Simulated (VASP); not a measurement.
# K3Pd (Pm-3m) in VASP: single point with LDA

Aim: the single point of K3Pd with LDA.

Everything below comes from runs of VASP 6.6.1. Logs are shortened: lines on timing, memory, paths and dates and some standing lists are left out, and cuts for length are marked.

## Step 1: The cell of the first run

It takes space group Pm-3m (No. 221, cubic). Conventional cell: a = 5.082 Å, b = 5.082 Å, c = 5.082 Å, α = 90.00°, β = 90.00°, γ = 90.00°. K (site symmetry 4/mmm) has 8 K at 3.59 Å and 4 Pd at 3.59 Å within 4.7 Å. Pd (site symmetry m-3m) has 12 K at 3.59 Å within 4.7 Å.

## Step 2: Single point, LDA

The input, INCAR:

```
PREC = Accurate ; ENCUT = 520
EDIFF = 1E-7 ; ISMEAR = -1
SIGMA = 0.1 ; LREAL = F
LASPH = T ; NELM = 80
ALGO = Normal ; ISIF = 2
LWAVE = F ; LCHARG = T
LELF = T ; LVHAR = T
NBANDS = 26
```

The input, KPOINTS:

```
regular mesh
0
Gamma
  8 8 8
```

The input, POSCAR:

```
K3Pd
1.0
    5.0816439807      0.0000000000      0.0000000000
    0.0000000000      5.0816439807      0.0000000000
    0.0000000000      0.0000000000      5.0816439807
K Pd
3 1
Direct
    0.5000000000      0.5000000000      0.0000000000
    0.5000000000      0.0000000000      0.5000000000
    0.0000000000      0.5000000000      0.5000000000
    0.0000000000      0.0000000000      0.0000000000
```

Potentials or basis: VASP PAW LDA potentials, release 64 (K_sv, Pd).

Run with:

```bash
> cat potpaw_LDA.64/K_sv/POTCAR potpaw_LDA.64/Pd/POTCAR > POTCAR
> mpirun -np 1 vasp_std > vasp.out
```

OUTCAR:

```text
PREC = Accurate
   ENCUT = 520
   EDIFF = 1E-7
   ISMEAR = -1
   LREAL = F
   LASPH = T
   NELM = 80
   ISIF = 2

 ion  position               nearest neighbor table
   1  0.500  0.500  0.000-   2 3.59   3 3.59   4 3.59   2 3.59   3 3.59   2 3.59   4 3.59   2 3.59
                             3 3.59   4 3.59   3 3.59   4 3.59
   2  0.500  0.000  0.500-   1 3.59   3 3.59   4 3.59   1 3.59   4 3.59   1 3.59   3 3.59   1 3.59
                             3 3.59   4 3.59   4 3.59   3 3.59
   3  0.000  0.500  0.500-   1 3.59   2 3.59   4 3.59   1 3.59   4 3.59   2 3.59   4 3.59   4 3.59
                             1 3.59   2 3.59   1 3.59   2 3.59
   4  0.000  0.000  0.000-   1 3.59   2 3.59   3 3.59   2 3.59   3 3.59   1 3.59   3 3.59   3 3.59
                             1 3.59   2 3.59   2 3.59   1 3.59

  LATTYP: Found a simple cubic cell.
 ALAT       =     5.0816439807

  Lattice vectors:

 A1 = (   5.0816439807,   0.0000000000,   0.0000000000)
 A2 = (   0.0000000000,   5.0816439807,   0.0000000000)
 A3 = (   0.0000000000,   0.0000000000,   5.0816439807)

Analysis of symmetry for initial positions (statically):
=====================================================================
 Subroutine PRICEL returns:
 Original cell was already a primitive cell.

 Routine SETGRP: Setting up the symmetry group for a
 simple cubic supercell.

 Subroutine GETGRP returns: Found 48 space group operations
 (whereof 48 operations were pure point group operations)
 out of a pool of 48 trial point group operations.

The static configuration has the point symmetry O_h .

Analysis of symmetry for dynamics (positions and initial velocities):
=====================================================================
 Subroutine PRICEL returns:
 Original cell was already a primitive cell.

 Routine SETGRP: Setting up the symmetry group for a
 simple cubic supercell.

 Subroutine GETGRP returns: Found 48 space group operations
 (whereof 48 operations were pure point group operations)
 out of a pool of 48 trial point group operations.

The dynamic configuration has the point symmetry O_h .

 Subroutine INISYM returns: Found 48 space group operations
 (whereof 48 operations are pure point group operations),
 and found     1 'primitive' translations

----------------------------------------------------------------------------------------

                                     Primitive cell

  volume of cell :     131.2238

  direct lattice vectors                    reciprocal lattice vectors
     5.081643981  0.000000000  0.000000000     0.196786710  0.000000000  0.000000000
     0.000000000  5.081643981  0.000000000     0.000000000  0.196786710  0.000000000
     0.000000000  0.000000000  5.081643981     0.000000000  0.000000000  0.196786710

  length of vectors
     5.081643981  5.081643981  5.081643981     0.196786710  0.196786710  0.196786710

  position of ions in fractional coordinates (direct lattice)
     0.500000000  0.500000000  0.000000000
     0.500000000  0.000000000  0.500000000
     0.000000000  0.500000000  0.500000000
     0.000000000  0.000000000  0.000000000

  ion indices of the primitive-cell ions
   primitive index   ion index
                 1           1
                 2           2
                 3           3
                 4           4

----------------------------------------------------------------------------------------

 KPOINTS: regular mesh

Automatic generation of k-mesh.
 Grid dimensions read from file:
 generate k-points for:    8    8    8

 Generating k-lattice:

  Cartesian coordinates                     Fractional coordinates (reciprocal lattice)
     0.024598339  0.000000000  0.000000000     0.125000000  0.000000000  0.000000000
     0.000000000  0.024598339  0.000000000     0.000000000  0.125000000  0.000000000
     0.000000000  0.000000000  0.024598339     0.000000000  0.000000000  0.125000000

  Length of vectors
     0.024598339  0.024598339  0.024598339

  Shift w.r.t. Gamma in fractional coordinates (k-lattice)
     0.000000000  0.000000000  0.000000000

 Subroutine IBZKPT returns following result:
 ===========================================

 Found     35 irreducible k-points:

 Following reciprocal coordinates:
            Coordinates               Weight
  0.000000  0.000000  0.000000      1.000000
  0.125000  0.000000  0.000000      6.000000
  0.250000  0.000000  0.000000      6.000000
  0.375000  0.000000  0.000000      6.000000
  0.500000  0.000000  0.000000      3.000000
  0.125000  0.125000  0.000000     12.000000
[... 16 lines left out ...]
  0.375000  0.375000  0.125000     24.000000
  0.500000  0.375000  0.125000     24.000000
 [... further k-points ...]
   k-points           NKPTS =     35   k-points in BZ     NKDIM =     35   number of bands    NBANDS=     26
   number of dos      NEDOS =    301   number of ions     NIONS =      4
   total plane-waves  NPLWV =  64000
   dimension x,y,z NGX =    40 NGY =   40 NGZ =   40
   dimension x,y,z NGXF=    80 NGYF=   80 NGZF=   80
   ions per type =               3   1
   NGX,Y,Z   is equivalent  to a cutoff of  13.09, 13.09, 13.09 a.u.
   NGXF,Y,Z  is equivalent  to a cutoff of  26.17, 26.17, 26.17 a.u.
 SYSTEM =  unknown system
   PREC   = accura    normal or accurate (medium, high low for compatibility)
   ISTART =      0    job   : 0-new  1-cont  2-samecut
   ICHARG =      2    charge: 1-file 2-atom 10-const
   ISPIN  =      1    spin polarized calculation?
   LNONCOLLINEAR =      F non collinear calculations
   LSORBIT =      F    spin-orbit coupling
   LASPH  =      T    aspherical Exc in radial PAW
   ENCUT  =  520.0 eV  38.22 Ry    6.18 a.u.   9.45  9.45  9.45*2*pi/ulx,y,z
   NELM   =     80;   NELMIN=  2; NELMDL= -5     # of ELM steps
   EDIFF  = 0.1E-06   stopping-criterion for ELM
   LREAL  =      F    real-space projection
   EDIFFG = 0.1E-05   stopping-criterion for IOM
   NSW    =      0    number of steps for IOM
   IBRION =     -1    ionic relax: 0-MD 1-quasi-New 2-CG
   NFREE  =      0    steps in history (QN), initial steepest desc. (CG)
   ISIF   =      2    stress and relaxation
   ISYM   =      2    0-nonsym 1-usesym 2-fastsym
   POTIM  = 0.5000    time-step for ionic-motion
   TEBEG  =    0.0;   TEEND  =   0.0 temperature during run
   PSTRESS=    0.0 pullay stress
   NELECT =      37.0000    total number of electrons
   NUPDOWN=      -1.0000    fix difference up-down
   EMIN   =  10.00;   EMAX   =-10.00  energy-range for DOS
   EFERMI =   0.00;   METHOD = LEGACY
   ISMEAR =    -1;   SIGMA  =   0.10  broadening in eV -4-tet -1-fermi 0-gaus
   EFERMI_NEDOS =   21; number of points for ismear=-14 and -15
   IALGO  =     38    algorithm
   IMIX   =      4    mixing-type and parameters
     AMIX     =   0.40;   BMIX     =  1.00
     AMIX_MAG =   1.60;   BMIX_MAG =  1.00
  volume/ion in A,a.u.               =      32.81       221.39
  Fermi-wavevector in a.u.,A,eV,Ry     =   1.073506  2.028632 15.679562  1.152415
  Thomas-Fermi vector in A             =   2.209307
   LORBIT       =      0    0 simple, 1 ext, 2 COOP (PROOUT), +10 PAW based schemes
   GGA     = CA    functional components
   LHFCALC =     F    Hartree Fock is set to
   AEXX    =    0.0000 exact exchange contribution
   IVDW    =     0    specifies the selected vdW correction
   LEPSILON=     F    determine dielectric tensor
   LRPA    =     F    only Hartree local field effects (RPA)
 non-spin polarized calculation
  energy-cutoff  :      520.00
  volume of cell :      131.22
 maximum number of plane-waves:      3575
 NGX is ok and might be reduce to    40
   NGX = 19   NGY = 19   NGZ = 19

 number of electron      36.9999998 magnetization

 Free energy of the ion-electron system (eV)
  ---------------------------------------------------
  ext. energy  EPLUGINS =         0.00000000
  ---------------------------------------------------
  free energy    TOTEN  =        -8.99803025 eV

  energy without entropy =       -8.92107611  energy(sigma->0) =       -8.95955318

 E-fermi :   1.8628     XC(G=0):  -8.5104

 val. band max:        1.8400218458   @ k =   0.1250   0.0000   0.0000
 cond. band min:       1.8832085799   @ k =   0.1250   0.1250   0.0000
 fundamental gap:      0.0431867341
 Fermi energy:         1.8627925578

 k-point     1 :       0.0000    0.0000    0.0000
  band No.  band energies     occupation
      1     -29.4756      2.00000
      2     -29.3522      2.00000
      3     -29.3522      2.00000
      4     -13.4888      2.00000
      5     -13.4888      2.00000
      6     -13.4888      2.00000
[... 18 lines left out ...]
     25       5.1201      0.00000
     26       5.1201      0.00000

 k-point     2 :       0.1250    0.0000    0.0000
  band No.  band energies     occupation
      1     -29.4715      2.00000
      2     -29.3563      2.00000
      3     -29.3521      2.00000
      4     -13.4780      2.00000
      5     -13.4780      2.00000
      6     -13.4730      2.00000
[... 18 lines left out ...]
     25       5.3768      0.00000
     26       5.3768      0.00000

 k-point     3 :       0.2500    0.0000    0.0000
  band No.  band energies     occupation
      1     -29.4599      2.00000
      2     -29.3679      2.00000
      3     -29.3520      2.00000
      4     -13.4493      2.00000
      5     -13.4493      2.00000
      6     -13.4270      2.00000
[... 18 lines left out ...]
     25       5.6175      0.00000
     26       5.6175      0.00000

 k-point     4 :       0.3750    0.0000    0.0000
  band No.  band energies     occupation
      1     -29.4441      2.00000
      2     -29.3835      2.00000
      3     -29.3518      2.00000
      4     -13.4158      2.00000
      5     -13.4158      2.00000
      6     -13.3579      2.00000
[... 18 lines left out ...]
     25       5.8087      0.00000
     26       5.8087      0.00000

 k-point     5 :       0.5000    0.0000    0.0000
  band No.  band energies     occupation
      1     -29.4344      2.00000
      2     -29.3932      2.00000
      3     -29.3517      2.00000
      4     -13.3997      2.00000
      5     -13.3997      2.00000
      6     -13.3055      2.00000
[... 18 lines left out ...]
     25       5.8889      0.00000
     26       5.8889      0.00000

 k-point     6 :       0.1250    0.1250    0.0000
  band No.  band energies     occupation
      1     -29.4674      2.00000
      2     -29.3582      2.00000
      3     -29.3542      2.00000
      4     -13.4924      2.00000
      5     -13.4670      2.00000
      6     -13.4340      2.00000
[... 427 lines left out ...]
 k-point    21 :       0.3750    0.2500    0.1250
  band No.  band energies     occupation
      1     -29.4290      2.00000
      2     -29.3840      2.00000
      3     -29.3656      2.00000
      4     -13.5539      2.00000
      5     -13.3193      2.00000
      6     -13.2584      2.00000
[... 18 lines left out ...]
     25       5.6324      0.00000
     26       6.0852      0.00000

 k-point    22 :       0.5000    0.2500    0.1250
  band No.  band energies     occupation
      1     -29.4198      2.00000
      2     -29.3928      2.00000
      3     -29.3658      2.00000
      4     -13.5537      2.00000
      5     -13.2940      2.00000
      6     -13.2868      2.00000
[... 18 lines left out ...]
     25       5.6785      0.00000
     26       6.2941      0.00000

 k-point    23 :       0.3750    0.3750    0.1250
  band No.  band energies     occupation
      1     -29.4166      2.00000
      2     -29.3866      2.00000
      3     -29.3749      2.00000
      4     -13.5850      2.00000
      5     -13.3180      2.00000
      6     -13.2719      2.00000
[... 18 lines left out ...]
     25       5.3275      0.00000
     26       6.2777      0.00000

 k-point    24 :       0.5000    0.3750    0.1250
  band No.  band energies     occupation
      1     -29.4073      2.00000
      2     -29.3926      2.00000
      3     -29.3781      2.00000
      4     -13.5951      2.00000
      5     -13.3359      2.00000
      6     -13.2541      2.00000
[... 18 lines left out ...]
     25       5.3102      0.00000
     26       6.4240      0.00000

 [... further k-points ...]
[... 5 lines left out ...]
  --------------------------------------------------------------------------------------
  -------------------------------------------------------------------------------------
  Total        0.0379397      0.0379397      0.0379397     -0.0000000      0.0000000     -0.0000000
  in kB        0.4632248      0.4632248      0.4632248     -0.0000000      0.0000000     -0.0000000
  external PRESSURE =       0.4632248 kB  Pullay stress =       0.0000000 kB

 VOLUME and BASIS-vectors are now :
 -----------------------------------------------------------------------------
  energy-cutoff  :      520.00
  volume of cell :      131.22
      direct lattice vectors                 reciprocal lattice vectors
     5.081643981  0.000000000  0.000000000     0.196786710  0.000000000  0.000000000
     0.000000000  5.081643981  0.000000000     0.000000000  0.196786710  0.000000000
     0.000000000  0.000000000  5.081643981     0.000000000  0.000000000  0.196786710

 POSITION                                       TOTAL-FORCE (eV/Angst)
 -----------------------------------------------------------------------------------
      2.54082      2.54082      0.00000         0.000000      0.000000      0.000000
      2.54082      0.00000      2.54082         0.000000      0.000000      0.000000
      0.00000      2.54082      2.54082         0.000000      0.000000      0.000000
      0.00000      0.00000      0.00000         0.000000      0.000000      0.000000
 -----------------------------------------------------------------------------------
    total drift:                               -0.000000     -0.000000     -0.000000

  FREE ENERGIE OF THE ION-ELECTRON SYSTEM (eV)
  ---------------------------------------------------
  free  energy   TOTEN  =        -8.9980302549 eV

  energy  without entropy=       -8.9210761147  energy(sigma->0) =       -8.95955318
```

Run time: 3.2 min. Hardware: 1 thread of AMD EPYC 7R43 (Zen 3), shared host; peak memory 0.23 GiB.

What came out:

- Free energy: -8.9980 eV
- Pressure: 0.0 GPa
